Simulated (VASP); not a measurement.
# NaF (I-4m2) in VASP: single point with HSE06

Aim: the single point of NaF with HSE06.

All numbers are computed with VASP 6.6.1; they aren't measurements. Logs are shortened: lines on timing, memory, paths and dates and some standing lists are left out, and cuts for length are marked.

## 1. The cell of the first run

Symmetry: I-4m2, No. 119, tetragonal system. Conventional cell: a = 3.410 Å, b = 3.410 Å, c = 5.437 Å, α = 90.00°, β = 90.00°, γ = 90.00°. Within 2.9 Å of Na (site symmetry -4m2) lie 4 F at 2.18 Å. Within 2.9 Å of F (site symmetry -4m2) lie 4 Na at 2.18 Å.

## 2. Single point, HSE06 (epitaxial xy strain -4.7%)

POSCAR

```
NaF
1.0
    0.0000000000      2.4112795713      2.7186181586
    2.4112795713      0.0000000000      2.7186181586
    2.4112795713      2.4112795713      0.0000000000
Na F
1 1
Direct
    0.0000000000      0.0000000000      0.0000000000
    0.2500000000      0.2500000000      0.2500000000
```

INCAR.step1

```
  ALGO = Normal
  EDIFF = 1E-5
  ENCUT = 520
  GGA = PE
  ISIF = 2
  ISMEAR = 0
  LASPH = True
  LCHARG = False
  LREAL = False
  LWAVE = True
  NBANDS = 14
  NELM = 80
  PREC = Accurate
  SIGMA = 0.01
```

INCAR.step2

```
  ALGO = Normal
  EDIFF = 1E-6
  ENCUT = 520
  GGA = PE
  HFSCREEN = 0.2079
  ISIF = 2
  ISMEAR = 0
  ISTART = 1
  LASPH = True
  LCHARG = False
  LHFCALC = True
  LREAL = False
  LWAVE = False
  NBANDS = 14
  NELM = 80
  PREC = Accurate
  PRECFOCK = Normal
  SIGMA = 0.01
```

KPOINTS

```
k-points
0
Gamma
  6 6 6
```

Potentials or basis: VASP PAW PBE potentials, release 64 (Na_pv, F).

Command:

```
> cat potpaw_PBE.64/Na_pv/POTCAR potpaw_PBE.64/F/POTCAR > POTCAR
> cp INCAR.step1 INCAR
> mpirun -np 1 vasp_std > vasp.out
> cp INCAR.step2 INCAR
> mpirun -np 1 vasp_std > vasp.out
```

OUTCAR:

```text
EDIFF = 1E-6
   ENCUT = 520
   GGA = PE
   HFSCREEN = 0.2079
   ISIF = 2
   ISMEAR = 0
   ISTART = 1
   LASPH = True
   LHFCALC = True
   LREAL = False
   NELM = 80
   PREC = Accurate
   PRECFOCK = Normal

 ion  position               nearest neighbor table
   1  0.000  0.000  0.000-   2 2.18   2 2.18   2 2.18   2 2.18
   2  0.250  0.250  0.250-   1 2.18   1 2.18   1 2.18   1 2.18

  LATTYP: Found a body centered tetragonal cell.
 ALAT       =     3.4100642724
 C/A-ratio  =     1.5944674009

  Lattice vectors:

 A1 = (  -2.4112795713,   0.0000000000,   2.7186181586)
 A2 = (   2.4112795713,   0.0000000000,   2.7186181586)
 A3 = (   0.0000000000,   2.4112795713,  -2.7186181586)

Analysis of symmetry for initial positions (statically):
=====================================================================
 Subroutine PRICEL returns:
 Original cell was already a primitive cell.

 Routine SETGRP: Setting up the symmetry group for a
 body centered tetragonal supercell.

 Subroutine GETGRP returns: Found  8 space group operations
 (whereof  8 operations were pure point group operations)
 out of a pool of 16 trial point group operations.

The static configuration has the point symmetry D_2d.

Analysis of symmetry for dynamics (positions and initial velocities):
=====================================================================
 Subroutine PRICEL returns:
 Original cell was already a primitive cell.

 Routine SETGRP: Setting up the symmetry group for a
 body centered tetragonal supercell.

 Subroutine GETGRP returns: Found  8 space group operations
 (whereof  8 operations were pure point group operations)
 out of a pool of 16 trial point group operations.

The dynamic configuration has the point symmetry D_2d.

 Subroutine INISYM returns: Found  8 space group operations
 (whereof  8 operations are pure point group operations),
 and found     1 'primitive' translations

----------------------------------------------------------------------------------------

                                     Primitive cell

  volume of cell :      31.6136

  direct lattice vectors                    reciprocal lattice vectors
     0.000000000  2.411279571  2.718618159    -0.207358784  0.207358784  0.183916965
     2.411279571  0.000000000  2.718618159     0.207358784 -0.207358784  0.183916965
     2.411279571  2.411279571  0.000000000     0.207358784  0.207358784 -0.183916965

  length of vectors
     3.633889633  3.633889633  3.410064272     0.346151384  0.346151384  0.346151384

  position of ions in fractional coordinates (direct lattice)
     0.000000000  0.000000000  0.000000000
     0.250000000  0.250000000  0.250000000

  ion indices of the primitive-cell ions
   primitive index   ion index
                 1           1
                 2           2

----------------------------------------------------------------------------------------

 KPOINTS: k-points

Automatic generation of k-mesh.
 Grid dimensions read from file:
 generate k-points for:    6    6    6

 Generating k-lattice:

  Cartesian coordinates                     Fractional coordinates (reciprocal lattice)
    -0.034559797  0.034559797  0.030652827     0.166666667  0.000000000  0.000000000
     0.034559797 -0.034559797  0.030652827     0.000000000  0.166666667  0.000000000
     0.034559797  0.034559797 -0.030652827     0.000000000  0.000000000  0.166666667

  Length of vectors
     0.057691897  0.057691897  0.057691897

  Shift w.r.t. Gamma in fractional coordinates (k-lattice)
     0.000000000  0.000000000  0.000000000

 Subroutine IBZKPT returns following result:
 ===========================================

 Found     30 irreducible k-points:

 Following reciprocal coordinates:
            Coordinates               Weight
  0.000000  0.000000  0.000000      1.000000
  0.166667 -0.000000  0.000000      8.000000
  0.333333 -0.000000  0.000000      8.000000
  0.500000 -0.000000  0.000000      4.000000
  0.166667  0.166667  0.000000      2.000000
  0.333333  0.166667  0.000000      8.000000
[... 16 lines left out ...]
  0.333333  0.000000  0.333333      4.000000
  0.500000 -0.000000  0.333333     16.000000
 [... further k-points ...]
   k-points           NKPTS =     30   k-points in BZ     NKDIM =    216   number of bands    NBANDS=     14
   number of dos      NEDOS =    301   number of ions     NIONS =      2
   total plane-waves  NPLWV =  21952
   dimension x,y,z NGX =    28 NGY =   28 NGZ =   28
   dimension x,y,z NGXF=    56 NGYF=   56 NGZF=   56
   ions per type =               1   1
   NGX,Y,Z   is equivalent  to a cutoff of  12.81, 12.81, 13.65 a.u.
   NGXF,Y,Z  is equivalent  to a cutoff of  25.62, 25.62, 27.30 a.u.
 SYSTEM =  unknown system
   PREC   = accura    normal or accurate (medium, high low for compatibility)
   ISTART =      1    job   : 0-new  1-cont  2-samecut
   ICHARG =      0    charge: 1-file 2-atom 10-const
   ISPIN  =      1    spin polarized calculation?
   LNONCOLLINEAR =      F non collinear calculations
   LSORBIT =      F    spin-orbit coupling
   LASPH  =      T    aspherical Exc in radial PAW
   ENCUT  =  520.0 eV  38.22 Ry    6.18 a.u.   6.76  6.76  6.34*2*pi/ulx,y,z
   NELM   =     80;   NELMIN=  2; NELMDL=  0     # of ELM steps
   EDIFF  = 0.1E-05   stopping-criterion for ELM
   LREAL  =      F    real-space projection
   EDIFFG = 0.1E-04   stopping-criterion for IOM
   NSW    =      0    number of steps for IOM
   IBRION =     -1    ionic relax: 0-MD 1-quasi-New 2-CG
   NFREE  =      0    steps in history (QN), initial steepest desc. (CG)
   ISIF   =      2    stress and relaxation
   ISYM   =      3    0-nonsym 1-usesym 2-fastsym
   POTIM  = 0.5000    time-step for ionic-motion
   TEBEG  =    0.0;   TEEND  =   0.0 temperature during run
   PSTRESS=    0.0 pullay stress
   NELECT =      14.0000    total number of electrons
   NUPDOWN=      -1.0000    fix difference up-down
   EMIN   =  10.00;   EMAX   =-10.00  energy-range for DOS
   EFERMI =   0.00;   METHOD = LEGACY
   ISMEAR =     0;   SIGMA  =   0.01  broadening in eV -4-tet -1-fermi 0-gaus
   EFERMI_NEDOS =   21; number of points for ismear=-14 and -15
   IALGO  =     38    algorithm
   IMIX   =      1    mixing-type and parameters
     AMIX     =   0.40;   BMIX     =  1.00
     AMIX_MAG =   1.60;   BMIX_MAG =  1.00
  volume/ion in A,a.u.               =      15.81       106.67
  Fermi-wavevector in a.u.,A,eV,Ry     =   1.247842  2.358080 21.185776  1.557111
  Thomas-Fermi vector in A             =   2.381956
   LORBIT       =      0    0 simple, 1 ext, 2 COOP (PROOUT), +10 PAW based schemes
   GGA     = PE    functional components
   LHFCALC =     T    Hartree Fock is set to
   PRECFOCK=normal    Normal, Fast or Accurate (Low or Medium for compatibility)
   ENCUT4O =  -1.0   cutoff for four orbital integrals eV
   NKREDX  =     1    reduce k-point grid by
   NKREDY  =     1    reduce k-point grid by
   NKREDZ  =     1    reduce k-point grid by
   AEXX    =    0.2500 exact exchange contribution
   HFSCREEN=    0.2079 screening length (either q_TF or 0.3 A-1)
   HFSCREENC=   0.2079 screening length for correlation (either q_TF or 0.3 A-1)
   ENCUTFOCK=  -1.0 apply spherical cutoff to Coloumb kernel
   IVDW    =     0    specifies the selected vdW correction
   LEPSILON=     F    determine dielectric tensor
   LRPA    =     F    only Hartree local field effects (RPA)
 non-spin polarized calculation
 Gauss-broadening in eV      SIGMA  =   0.01
  energy-cutoff  :      520.00
  volume of cell :       31.61
 maximum number of plane-waves:       862
  NGX = 24; NGY = 24; NGZ = 20

 number of electron      13.9999991 magnetization

 Free energy of the ion-electron system (eV)
  ---------------------------------------------------
  ext. energy  EPLUGINS =         0.00000000
  ---------------------------------------------------
  free energy    TOTEN  =       -10.10112184 eV

  energy without entropy =      -10.10112184  energy(sigma->0) =      -10.10112184

 E-fermi :  -4.7464     XC(G=0):  -6.4721

 val. band max:       -4.8849405054   @ k =  -0.1667   0.1667   0.0000
 cond. band min:       2.7518131352   @ k =   0.0000   0.0000   0.0000
 fundamental gap:      7.6367536407
 Fermi energy:        -4.7464236043

 k-point     1 :       0.0000    0.0000    0.0000
  band No.  band energies     occupation
      1     -25.2572      2.00000
      2     -25.1882      2.00000
      3     -25.1882      2.00000
      4     -25.1711      2.00000
      5      -5.0174      2.00000
      6      -4.9077      2.00000
      7      -4.9077      2.00000
      8       2.7518      0.00000
      9      16.7988      0.00000
     10      17.1132      0.00000
     11      17.1132      0.00000
     12      17.2409      0.00000
     13      17.3826      0.00000
     14      19.3195      0.00000

 k-point     2 :       0.1667   -0.0000    0.0000
  band No.  band energies     occupation
      1     -25.5694      2.00000
      2     -25.1900      2.00000
      3     -25.1825      2.00000
      4     -24.8518      2.00000
      5      -5.2147      2.00000
      6      -5.0059      2.00000
      7      -4.9041      2.00000
      8       3.4998      0.00000
      9      13.9197      0.00000
     10      15.6487      0.00000
     11      16.8147      0.00000
     12      17.3702      0.00000
     13      18.8188      0.00000
     14      18.9443      0.00000
[... 343 lines left out ...]
      1     -25.8569      2.00000
      2     -25.2241      2.00000
      3     -25.1883      2.00000
      4     -24.4949      2.00000
      5      -5.5992      2.00000
      6      -5.1503      2.00000
      7      -5.1138      2.00000
      8       5.9757      0.00000
      9      11.1179      0.00000
     10      14.0852      0.00000
     11      14.3526      0.00000
     12      15.1065      0.00000
     13      18.3456      0.00000
     14      21.9049      0.00000

 k-point    24 :       0.5000   -0.0000    0.3333
  band No.  band energies     occupation
      1     -25.9256      2.00000
      2     -25.2337      2.00000
      3     -25.1974      2.00000
      4     -24.3977      2.00000
      5      -5.6499      2.00000
      6      -5.2436      2.00000
      7      -5.1498      2.00000
      8       7.1915      0.00000
      9       9.8543      0.00000
     10      12.4953      0.00000
     11      14.4757      0.00000
     12      15.6341      0.00000
     13      19.0110      0.00000
     14      22.0566      0.00000

 [... further k-points ...]

------------------------ aborting loop because EDIFF is reached ----------------------------------------

  FORCE on cell =-STRESS in cart. coord.  units (eV):
  Direction    XX          YY          ZZ          XY          YZ          ZX
  --------------------------------------------------------------------------------------
  -------------------------------------------------------------------------------------
  Total        0.3800031      0.3800031      0.1823931      0.0000000      0.0000000      0.0000000
  in kB       19.2585846     19.2585846      9.2436941      0.0000000      0.0000000      0.0000000
  external PRESSURE =      15.9202878 kB  Pullay stress =       0.0000000 kB

 VOLUME and BASIS-vectors are now :
 -----------------------------------------------------------------------------
  energy-cutoff  :      520.00
  volume of cell :       31.61
      direct lattice vectors                 reciprocal lattice vectors
     0.000000000  2.411279571  2.718618159    -0.207358784  0.207358784  0.183916965
     2.411279571  0.000000000  2.718618159     0.207358784 -0.207358784  0.183916965
     2.411279571  2.411279571  0.000000000     0.207358784  0.207358784 -0.183916965

 POSITION                                       TOTAL-FORCE (eV/Angst)
 -----------------------------------------------------------------------------------
      0.00000      0.00000      0.00000        -0.000000     -0.000000     -0.000000
      1.20564      1.20564      1.35931         0.000000      0.000000      0.000000
 -----------------------------------------------------------------------------------
    total drift:                               -0.000002     -0.000002      0.000001

  FREE ENERGIE OF THE ION-ELECTRON SYSTEM (eV)
  ---------------------------------------------------
  free  energy   TOTEN  =       -10.1011218423 eV

  energy  without entropy=      -10.1011218423  energy(sigma->0) =      -10.10112184
```

Run time: 30 min. Hardware: 1 thread of AMD EPYC 7R13 (Zen 3), shared host; peak memory 0.23 GiB.

Results:

| Property | Result |
| --- | --- |
| Free energy | -10.1011 eV |
| Pressure | 1.6 GPa |
| Band gap on the k mesh | 7.64 eV (least direct gap 7.66 eV) |

Caveat: the cell differs from its parent crystal (epitaxial xy strain -4.7%); the structure was generated, so it needn't be the stable form of NaF; the PAW data sets were made with another functional, which shifts forces and pressure a little. A k mesh can miss the band edges.
